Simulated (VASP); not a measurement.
# TiB2 (P6/mmm) in VASP: notebook

The runs below take TiB2 through single point, with PBE.

Everything below comes from runs of VASP 6.6.1. Logs are shortened: lines on timing, memory, paths and dates and some standing lists are left out, and cuts for length are marked.

## 1. The cell of the first run

Symmetry: P6/mmm, No. 191, hexagonal system. Conventional cell: a = 3.029 Å, b = 3.029 Å, c = 3.228 Å, α = 90.00°, β = 90.00°, γ = 120.00°. Within 3.1 Å of Ti (site symmetry 6/mmm) lie 12 B at 2.38 Å and 6 Ti at 3.03 Å. Within 2.3 Å of B (site symmetry -6m2) lie 3 B at 1.75 Å.

## 2. Single point, PBE

File INCAR:

```
PREC = Accurate ; ENCUT = 520
EDIFF = 1E-7 ; ISMEAR = 0
SIGMA = 0.1 ; LREAL = False
LASPH = True ; NELM = 60
ALGO = Normal ; ISIF = 2
LWAVE = False ; LCHARG = True
GGA = PE ; LELF = True
LVHAR = True ; NBANDS = 16
```

File KPOINTS:

```
Automatic mesh
0
Gamma
  6 6 6
```

File POSCAR:

```
TiB2
1.0
    3.0291981600      0.0000000000      0.0000000000
   -1.5145990800      2.6233625600      0.0000000000
    0.0000000000      0.0000000000      3.2283999900
Ti B
1 2
Direct
    0.0000000000      0.0000000000      0.0000000000
    0.3333333300      0.6666666700      0.5000000000
    0.6666666700      0.3333333300      0.5000000000
```

Potentials or basis: VASP PAW PBE potentials, release 64 (Ti_sv, B).

On the command line:

```console
$ cat potpaw_PBE.64/Ti_sv/POTCAR potpaw_PBE.64/B/POTCAR > POTCAR
$ mpirun -np 1 vasp_std > vasp.out
```

OUTCAR:

```text
PREC = Accurate
   ENCUT = 520
   EDIFF = 1E-7
   ISMEAR = 0
   LREAL = False
   LASPH = True
   NELM = 60
   ISIF = 2
   GGA = PE

 ion  position               nearest neighbor table
   1  0.000  0.000  0.000-   2 2.38   3 2.38   2 2.38   3 2.38   3 2.38   3 2.38   2 2.38   2 2.38
                             3 2.38   3 2.38   2 2.38   2 2.38
   2  0.333  0.667  0.500-   3 1.75   3 1.75   3 1.75   1 2.38   1 2.38   1 2.38   1 2.38   1 2.38
                             1 2.38
   3  0.667  0.333  0.500-   2 1.75   2 1.75   2 1.75   1 2.38   1 2.38   1 2.38   1 2.38   1 2.38
                             1 2.38

  LATTYP: Found a hexagonal cell.
 ALAT       =     3.0291981600
 C/A-ratio  =     1.0657605807

  Lattice vectors:

 A1 = (   3.0291981600,   0.0000000000,   0.0000000000)
 A2 = (  -1.5145990800,   2.6233625600,   0.0000000000)
 A3 = (   0.0000000000,   0.0000000000,   3.2283999900)

Analysis of symmetry for initial positions (statically):
=====================================================================
 Subroutine PRICEL returns:
 Original cell was already a primitive cell.

 Routine SETGRP: Setting up the symmetry group for a
 hexagonal supercell.

 Subroutine GETGRP returns: Found 24 space group operations
 (whereof 24 operations were pure point group operations)
 out of a pool of 24 trial point group operations.

The static configuration has the point symmetry D_6h.

Analysis of symmetry for dynamics (positions and initial velocities):
=====================================================================
 Subroutine PRICEL returns:
 Original cell was already a primitive cell.

 Routine SETGRP: Setting up the symmetry group for a
 hexagonal supercell.

 Subroutine GETGRP returns: Found 24 space group operations
 (whereof 24 operations were pure point group operations)
 out of a pool of 24 trial point group operations.

The dynamic configuration has the point symmetry D_6h.

 Subroutine INISYM returns: Found 24 space group operations
 (whereof 24 operations are pure point group operations),
 and found     1 'primitive' translations

----------------------------------------------------------------------------------------

                                     Primitive cell

  volume of cell :      25.6551

  direct lattice vectors                    reciprocal lattice vectors
     3.029198160  0.000000000  0.000000000     0.330120364  0.190595081  0.000000000
    -1.514599080  2.623362560  0.000000000     0.000000000  0.381190162  0.000000000
     0.000000000  0.000000000  3.228399990     0.000000000  0.000000000  0.309750961

  length of vectors
[... 90 lines left out ...]
   ISIF   =      2    stress and relaxation
   ISYM   =      2    0-nonsym 1-usesym 2-fastsym
   POTIM  = 0.5000    time-step for ionic-motion
   TEBEG  =    0.0;   TEEND  =   0.0 temperature during run
   PSTRESS=    0.0 pullay stress
   NELECT =      18.0000    total number of electrons
   NUPDOWN=      -1.0000    fix difference up-down
   EMIN   =  10.00;   EMAX   =-10.00  energy-range for DOS
   EFERMI =   0.00;   METHOD = LEGACY
   ISMEAR =     0;   SIGMA  =   0.10  broadening in eV -4-tet -1-fermi 0-gaus
   EFERMI_NEDOS =   21; number of points for ismear=-14 and -15
   IALGO  =     38    algorithm
   IMIX   =      4    mixing-type and parameters
     AMIX     =   0.40;   BMIX     =  1.00
     AMIX_MAG =   1.60;   BMIX_MAG =  1.00
  volume/ion in A,a.u.               =       8.55        57.71
  Fermi-wavevector in a.u.,A,eV,Ry     =   1.454704  2.748991 28.792145  2.116163
  Thomas-Fermi vector in A             =   2.571824
   LORBIT       =      0    0 simple, 1 ext, 2 COOP (PROOUT), +10 PAW based schemes
   GGA     = PE    functional components
   LHFCALC =     F    Hartree Fock is set to
   AEXX    =    0.0000 exact exchange contribution
   IVDW    =     0    specifies the selected vdW correction
   LEPSILON=     F    determine dielectric tensor
   LRPA    =     F    only Hartree local field effects (RPA)
 non-spin polarized calculation
 Gauss-broadening in eV      SIGMA  =   0.10
  energy-cutoff  :      520.00
  volume of cell :       25.66
 maximum number of plane-waves:       721
 NGX is ok and might be reduce to    24
   NGX = 11   NGY = 11   NGZ = 13

 number of electron      18.0000002 magnetization

 Free energy of the ion-electron system (eV)
  ---------------------------------------------------
  ext. energy  EPLUGINS =         0.00000000
  ---------------------------------------------------
  free energy    TOTEN  =       -24.38688947 eV

  energy without entropy =      -24.38161904  energy(sigma->0) =      -24.38425425

 E-fermi :   9.7607     XC(G=0): -12.7690

 val. band max:        9.6853416264   @ k =   0.1667   0.1667   0.1667
 cond. band min:       9.7861900577   @ k =   0.1667   0.1667   0.1667
 fundamental gap:      0.1008484313
 Fermi energy:         9.7606674250

 k-point     1 :       0.0000    0.0000    0.0000
  band No.  band energies     occupation
      1     -46.9607      2.00000
      2     -23.3303      2.00000
      3     -22.9884      2.00000
      4     -22.9884      2.00000
      5      -3.5099      2.00000
      6       7.4009      2.00000
[... 433 lines left out ...]
      3     -23.2651      2.00000
      4     -23.0381      2.00000
      5      -0.5518      2.00000
      6       3.9736      2.00000
[... 8 lines left out ...]
     15      16.8426      0.00000
     16      22.9042      0.00000

 [... further k-points ...]

------------------------ aborting loop because EDIFF is reached ----------------------------------------

  FORCE on cell =-STRESS in cart. coord.  units (eV):
  Direction    XX          YY          ZZ          XY          YZ          ZX
  --------------------------------------------------------------------------------------
  -------------------------------------------------------------------------------------
  Total        0.2473082      0.2473082     -0.1672718      0.0000000      0.0000000      0.0000000
  in kB       15.4445677     15.4445677    -10.4462363      0.0000000      0.0000000      0.0000000
  external PRESSURE =       6.8142997 kB  Pullay stress =       0.0000000 kB

 VOLUME and BASIS-vectors are now :
 -----------------------------------------------------------------------------
  energy-cutoff  :      520.00
  volume of cell :       25.66
      direct lattice vectors                 reciprocal lattice vectors
     3.029198160  0.000000000  0.000000000     0.330120364  0.190595081  0.000000000
    -1.514599080  2.623362560  0.000000000     0.000000000  0.381190162  0.000000000
     0.000000000  0.000000000  3.228399990     0.000000000  0.000000000  0.309750961

 POSITION                                       TOTAL-FORCE (eV/Angst)
 -----------------------------------------------------------------------------------
      0.00000      0.00000      0.00000        -0.000000      0.000000      0.000000
     -0.00000      1.74891      1.61420        -0.000000     -0.000000      0.000000
      1.51460      0.87445      1.61420         0.000000      0.000000     -0.000000
 -----------------------------------------------------------------------------------
    total drift:                                0.000000     -0.000000     -0.000000

  FREE ENERGIE OF THE ION-ELECTRON SYSTEM (eV)
  ---------------------------------------------------
  free  energy   TOTEN  =       -24.3868894663 eV

  energy  without entropy=      -24.3816190378  energy(sigma->0) =      -24.38425425
```

OSZICAR:

```text
N       E                     dE             d eps       ncg     rms          rms(c)
DAV:   1     0.121203503835E+03    0.12120E+03   -0.90631E+03   896   0.128E+03
DAV:   2    -0.226257888255E+02   -0.14383E+03   -0.13870E+03   992   0.340E+02
DAV:   3    -0.293939807821E+02   -0.67682E+01   -0.66527E+01  1256   0.720E+01
DAV:   4    -0.295586300470E+02   -0.16465E+00   -0.16458E+00  1128   0.992E+00
DAV:   5    -0.295623840850E+02   -0.37540E-02   -0.37539E-02  1248   0.133E+00    0.166E+01
DAV:   6    -0.244073289736E+02    0.51551E+01   -0.21125E+01  1240   0.485E+01    0.387E+00
DAV:   7    -0.243878509218E+02    0.19478E-01   -0.10851E+00   952   0.119E+01    0.337E+00
DAV:   8    -0.243900963399E+02   -0.22454E-02   -0.92941E-02  1416   0.261E+00    0.770E-01
DAV:   9    -0.243873249786E+02    0.27714E-02   -0.39908E-02  1088   0.253E+00    0.271E-01
DAV:  10    -0.243868771292E+02    0.44785E-03   -0.27236E-03  1104   0.634E-01    0.593E-02
DAV:  11    -0.243869063946E+02   -0.29265E-04   -0.44470E-04  1216   0.229E-01    0.517E-02
DAV:  12    -0.243868899013E+02    0.16493E-04   -0.75750E-05  1040   0.112E-01    0.123E-02
DAV:  13    -0.243868894942E+02    0.40715E-06   -0.38763E-06  1168   0.157E-02    0.211E-03
DAV:  14    -0.243868894663E+02    0.27889E-07   -0.29860E-07  1056   0.446E-03
   1 F= -.24386889E+02 E0= -.24384254E+02  d E =-.527043E-02
```

stdout:

```text
POSCAR found type information on POSCAR TiB
 POSCAR found :  2 types and       3 ions
 scaLAPACK will be used
 LDA part: xc-table for (Slater+PW92), standard interpolation
 POSCAR, INCAR and KPOINTS ok, starting setup
 FFT: planning ... GRIDC
 FFT: planning ... GRID_SOFT
 FFT: planning ... GRID
 WAVECAR not read
 entering main loop
```

Run time: 10 s. Hardware: 1 thread of Intel Xeon Platinum 8259CL at 2.50GHz (Skylake/Cascade Lake), shared host; peak memory 0.14 GiB.

What came out:

- Free energy: -24.3869 eV
- Pressure: 0.7 GPa
- Band gap on the k mesh: zero (band 9 reaches 10.18 eV, above the bottom of band 10 at 9.79 eV)

Caveat: the k points lie up to 0.40 Å⁻¹ apart.

## 3. Single point, PBE, collinear spin, ferromagnetic start

File INCAR:

```
PREC     = Accurate       # precision mode
ENCUT    = 520            # plane-wave cutoff, eV
EDIFF    = 1E-7           # SCF threshold, eV
ISMEAR   = 0              # smearing method
SIGMA    = 0.1            # smearing width, eV
LREAL    = False          # projectors in reciprocal space
LASPH    = True           # aspherical terms in the spheres
NELM     = 150            # most SCF steps
ALGO     = Normal         # electronic algorithm
ISIF     = 2              # what is computed and relaxed
LWAVE    = False          # write WAVECAR
LCHARG   = True           # write CHGCAR
ISPIN    = 2              # spin polarisation
MAGMOM   = 1 0 0          # initial moments
LORBIT   = 11             # projections on sites
LMAXMIX  = 4              # l up to which the mixer works
GGA      = PE             # functional
LELF     = True           # ELF
LVHAR    = True         
NBANDS   = 20             # bands
```

File KPOINTS:

```
regular mesh
0
Gamma
  6 6 6
```

POSCAR is that of step 2.

Potentials or basis: VASP PAW PBE potentials, release 64 (Ti_sv, B).

On the command line:

```console
$ cat potpaw_PBE.64/Ti_sv/POTCAR potpaw_PBE.64/B/POTCAR > POTCAR
$ mpirun -np 1 vasp_std > vasp.out
```

OUTCAR:

```text
PREC = Accurate
   ENCUT = 520
   EDIFF = 1E-7
   ISMEAR = 0
   LREAL = False
   LASPH = True
   NELM = 150
   ISIF = 2
   ISPIN = 2
   LORBIT = 11
   GGA = PE

 ion  position               nearest neighbor table
   1  0.000  0.000  0.000-   2 2.38   3 2.38   2 2.38   3 2.38   3 2.38   3 2.38   2 2.38   2 2.38
                             3 2.38   3 2.38   2 2.38   2 2.38
   2  0.333  0.667  0.500-   3 1.75   3 1.75   3 1.75   1 2.38   1 2.38   1 2.38   1 2.38   1 2.38
                             1 2.38
   3  0.667  0.333  0.500-   2 1.75   2 1.75   2 1.75   1 2.38   1 2.38   1 2.38   1 2.38   1 2.38
                             1 2.38

  LATTYP: Found a hexagonal cell.
 ALAT       =     3.0291981600
 C/A-ratio  =     1.0657605807

  Lattice vectors:

 A1 = (   3.0291981600,   0.0000000000,   0.0000000000)
 A2 = (  -1.5145990800,   2.6233625600,   0.0000000000)
 A3 = (   0.0000000000,   0.0000000000,   3.2283999900)

[... 1307 lines left out ...]
     19      23.6396      0.00000
     20      26.5493      0.00000

 [... further k-points ...]

------------------------ aborting loop because EDIFF is reached ----------------------------------------

  FORCE on cell =-STRESS in cart. coord.  units (eV):
  Direction    XX          YY          ZZ          XY          YZ          ZX
  --------------------------------------------------------------------------------------
  -------------------------------------------------------------------------------------
  Total        0.2476259      0.2476259     -0.1667926      0.0000000      0.0000000      0.0000000
  in kB       15.4644107     15.4644107    -10.4163145      0.0000000      0.0000000      0.0000000
  external PRESSURE =       6.8375023 kB  Pullay stress =       0.0000000 kB

 VOLUME and BASIS-vectors are now :
 -----------------------------------------------------------------------------
  energy-cutoff  :      520.00
  volume of cell :       25.66
      direct lattice vectors                 reciprocal lattice vectors
     3.029198160  0.000000000  0.000000000     0.330120364  0.190595081  0.000000000
    -1.514599080  2.623362560  0.000000000     0.000000000  0.381190162  0.000000000
     0.000000000  0.000000000  3.228399990     0.000000000  0.000000000  0.309750961

 POSITION                                       TOTAL-FORCE (eV/Angst)
 -----------------------------------------------------------------------------------
      0.00000      0.00000      0.00000        -0.000000      0.000000     -0.000000
     -0.00000      1.74891      1.61420        -0.000000      0.000000     -0.000000
      1.51460      0.87445      1.61420         0.000000     -0.000000      0.000000
 -----------------------------------------------------------------------------------
    total drift:                                0.000000     -0.000000     -0.000000

  FREE ENERGIE OF THE ION-ELECTRON SYSTEM (eV)
  ---------------------------------------------------
  free  energy   TOTEN  =       -24.3868894467 eV

  energy  without entropy=      -24.3816191214  energy(sigma->0) =      -24.38425428

 total charge

# of ion       s       p       d       tot
------------------------------------------
    1        2.176   6.209   2.031  10.417
    2        0.687   1.326   0.000   2.013
    3        0.687   1.326   0.000   2.013
--------------------------------------------------
tot          3.550   8.862   2.031  14.444

 magnetization (x)

# of ion       s       p       d       tot
------------------------------------------
    1       -0.000   0.000   0.000   0.000
    2       -0.000  -0.000   0.000  -0.000
    3       -0.000  -0.000   0.000  -0.000
--------------------------------------------------
tot         -0.000  -0.000   0.000   0.000
```

OSZICAR:

```text
N       E                     dE             d eps       ncg     rms          rms(c)
DAV:   1     0.132407991406E+03    0.13241E+03   -0.81827E+03  2256   0.999E+02
DAV:   2    -0.214213761379E+02   -0.15383E+03   -0.14579E+03  2360   0.297E+02
DAV:   3    -0.292025158359E+02   -0.77811E+01   -0.76631E+01  2716   0.662E+01
DAV:   4    -0.293865865574E+02   -0.18407E+00   -0.18347E+00  2708   0.917E+00
DAV:   5    -0.293908808498E+02   -0.42943E-02   -0.42940E-02  2524   0.132E+00    0.175E+01
DAV:   6    -0.243891065954E+02    0.50018E+01   -0.15209E+01  2868   0.388E+01    0.410E+00
DAV:   7    -0.243880178964E+02    0.10887E-02   -0.96715E-01  2548   0.946E+00    0.349E+00
DAV:   8    -0.243853859633E+02    0.26319E-02   -0.56380E-02  2976   0.201E+00    0.136E+00
DAV:   9    -0.243867431434E+02   -0.13572E-02   -0.21811E-02  2560   0.157E+00    0.441E-01
DAV:  10    -0.243868805716E+02   -0.13743E-03   -0.11857E-03  2740   0.285E-01    0.120E-01
DAV:  11    -0.243868929112E+02   -0.12340E-04   -0.42038E-04  2780   0.221E-01    0.523E-02
DAV:  12    -0.243868899198E+02    0.29914E-05   -0.45505E-05  2564   0.538E-02    0.254E-02
DAV:  13    -0.243868900180E+02   -0.98241E-07   -0.70198E-06  2556   0.238E-02    0.152E-02
DAV:  14    -0.243868893876E+02    0.63045E-06   -0.11114E-06  2800   0.102E-02    0.296E-03
DAV:  15    -0.243868894467E+02   -0.59136E-07   -0.14990E-07  2300   0.245E-03
   1 F= -.24386889E+02 E0= -.24384254E+02  d E =-.527033E-02  mag=    -0.0000
```

stdout:

```text
POSCAR found type information on POSCAR TiB
 POSCAR found :  2 types and       3 ions
 scaLAPACK will be used
 LDA part: xc-table for (Slater+PW92), standard interpolation
 POSCAR, INCAR and KPOINTS ok, starting setup
 FFT: planning ... GRIDC
 FFT: planning ... GRID_SOFT
 FFT: planning ... GRID
 WAVECAR not read
 entering main loop
```

It took 24 s on 1 thread of Intel Xeon Platinum 8259CL at 2.50GHz (Skylake/Cascade Lake), shared host; peak memory 0.16 GiB.

Results:

- Free energy: -24.3869 eV
- Pressure: 0.7 GPa
- Band gap on the k mesh: zero (filled and empty bands overlap)
- Net moment: 0.00 μB per cell
- Valence electrons inside the program's atomic spheres: Ti 10.42; B 2.01

Stress tensor (GPa, compression positive):
```
 1.55  0.00  0.00
 0.00  1.55  0.00
 0.00  0.00 -1.04
```

Levels at points of the mesh, in eV from the Fermi level:
Spin up:
```
           k point  band 6  band 7  band 8  band 9  band 10  band 11  band 12  band 13
(0.00, 0.00, 0.00)   -2.36   -2.36   -2.09   -1.88     2.12     2.12     3.90     3.90
(0.50, 0.00, 0.00)   -9.00   -3.03   -2.99   -2.03     1.57     2.99     3.45     3.60
(0.00, 0.00, 0.50)   -7.37   -0.32   -0.32    0.05     0.05     0.68     0.68     1.86
(0.50, 0.00, 0.50)   -7.32   -4.40   -3.58   -2.90     2.70     3.17     4.69     4.81
```
Spin down:
| k point | band 5 | band 6 | band 7 | band 8 | band 9 | band 10 | band 11 | band 12 | band 13 | band 14 |
| --- | --- | --- | --- | --- | --- | --- | --- | --- | --- | --- |
| (0.00, 0.00, 0.00) | -13.27 | -2.36 | -2.36 | -2.09 | -1.88 | 2.12 | 2.12 | 3.90 | 3.90 | 6.00 |
| (0.50, 0.00, 0.00) | -9.13 | -9.00 | -3.03 | -2.99 | -2.03 | 1.57 | 2.99 | 3.45 | 3.60 | 7.68 |
| (0.00, 0.00, 0.50) | -11.36 | -7.37 | -0.32 | -0.32 | 0.05 | 0.05 | 0.68 | 0.68 | 1.86 | 6.80 |
| (0.50, 0.00, 0.50) | -9.52 | -7.32 | -4.40 | -3.58 | -2.90 | 2.70 | 3.17 | 4.69 | 4.81 | 5.60 |

Caveat: the k points lie up to 0.40 Å⁻¹ apart.
